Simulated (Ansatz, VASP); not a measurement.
## KCl in VASP and in Ansatz

Contents of POSCAR:

```
KCl
1.0
    3.7608230702      0.0000000000      0.0000000000
    0.0000000000      3.7608230702      0.0000000000
    0.0000000000      0.0000000000      3.7608230702
K Cl
1 1
Direct
    0.0000000000      0.0000000000      0.0000000000
    0.5000000000      0.5000000000      0.5000000000
```

INCAR.step1

```
SYSTEM = KCl
ALGO     = Normal         ! electronic algorithm
EDIFF    = 1E-4           ! SCF threshold, eV
ENCUT    = 520            ! plane-wave cutoff, eV
GGA      = PE             ! functional
ISMEAR   = -1             ! smearing method
LASPH    = .TRUE.         ! aspherical terms in the spheres
LCHARG   = .FALSE.        ! write CHGCAR
LREAL    = .FALSE.        ! projectors in reciprocal space
LWAVE    = .TRUE.         ! write WAVECAR
NBANDS   = 15             ! bands
NELM     = 100            ! most SCF steps
PREC     = Accurate       ! precision mode
SIGMA    = 0.05           ! smearing width, eV
```

INCAR.step2

```
SYSTEM = KCl
ALGO     = Normal         ! electronic algorithm
EDIFF    = 1E-6           ! SCF threshold, eV
ENCUT    = 520            ! plane-wave cutoff, eV
ISIF     = 2              ! what is computed and relaxed
ISMEAR   = -1             ! smearing method
ISTART   = 1            
LASPH    = .TRUE.         ! aspherical terms in the spheres
LCHARG   = .FALSE.        ! write CHGCAR
LMIXTAU  = .TRUE.       
LREAL    = .FALSE.        ! projectors in reciprocal space
LWAVE    = .FALSE.        ! write WAVECAR
METAGGA  = R2SCAN         ! meta-GGA
NBANDS   = 15             ! bands
NELM     = 100            ! most SCF steps
PREC     = Accurate       ! precision mode
SIGMA    = 0.05           ! smearing width, eV
```

KPOINTS

```
k-points
0
G
  7 7 7
  0 0 0
```

input.yaml

```yaml
crystal:
  lattice:
    - [3.7608230702, 0.0, 0.0]
    - [0.0, 3.7608230702, 0.0]
    - [0.0, 0.0, 3.7608230702]
  atoms:
    - { symbol: K, position: [0.0, 0.0, 0.0] }
    - { symbol: Cl, position: [0.5, 0.5, 0.5] }
hamiltonian:
  xc: r2scan
  pseudopotentials: { kind: paw }
kpoints:
  mp_grid: { grid: [7, 7, 7] }
scf:
  occupations: { method: fermi_dirac, width: 0.05 }
output:
  forces: true
  stress: true
  eigenvalues: true
  write_density: true
  write_potential: true
  elf: true
  volumetric_format: npy
```

Alike in both runs: task single point; functional r2SCAN; k mesh 7 × 7 × 7; occupations fermi-dirac, width 0.05 eV; no spin polarisation.

|  | VASP | Ansatz |
| --- | --- | --- |
| version | VASP 6.6.1 | Ansatz 0.2.0 |
| potentials or method | VASP PAW PBE potentials, release 64 (K_sv, Cl) | Ansatz PAW |
| plane-wave cutoff (eV) | 520 | 500 |
| valence electrons in the cell | 16 | 16 |

Ansatz gave:

* gap on the k mesh at the Fermi level (eV): 5.87
* least direct gap on the mesh (eV): 6.06
* pressure (GPa): 0.2

Question: Estimate VASP's values.

Answer: gap on the k mesh at the Fermi level (eV): 5.87; least direct gap on the mesh (eV): 6.07; pressure (GPa): 0.1.

VASP's potentials were made for PBE, not for r2SCAN.

Noted on Ansatz's run: odd divisions of the mesh miss points on the zone boundary, where band edges often lie, so the gap on the mesh can be too wide.
